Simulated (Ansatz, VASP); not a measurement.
**BN: VASP beside Ansatz**

```xyz
2
Lattice="0.0000 1.8120 1.8120 1.8120 0.0000 1.8120 1.8120 1.8120 0.0000" Properties=species:S:1:pos:R:3 pbc="T T T"
B     0.0000    0.0000    0.0000
N     0.9060    0.9060    0.9060
```

Alike in both runs: functional PBE; k mesh 10 × 10 × 10; occupations gaussian, width 0.02 eV; no spin polarisation.

Ansatz relaxed the structure, and its values are those at the end. VASP's run is a single point on that final structure, the one shown.

```csv
,VASP,Ansatz
version,VASP 6.6.1,Ansatz 0.2.0
potentials or method,"VASP PAW PBE potentials, release 64 (B, N), cutoff 600 eV","scalar-relativistic, plane waves, PAW"
valence electrons in the cell,8,8
```

VASP gave:

```
gap on the k mesh at the Fermi level (eV) : 4.45
least direct gap on the mesh (eV)         : 8.78
pressure (GPa)                            : 0.2
```

What did Ansatz give for the same quantities?

gap on the k mesh at the Fermi level (eV): 4.46; least direct gap on the mesh (eV): 8.79; pressure (GPa): 0.0.
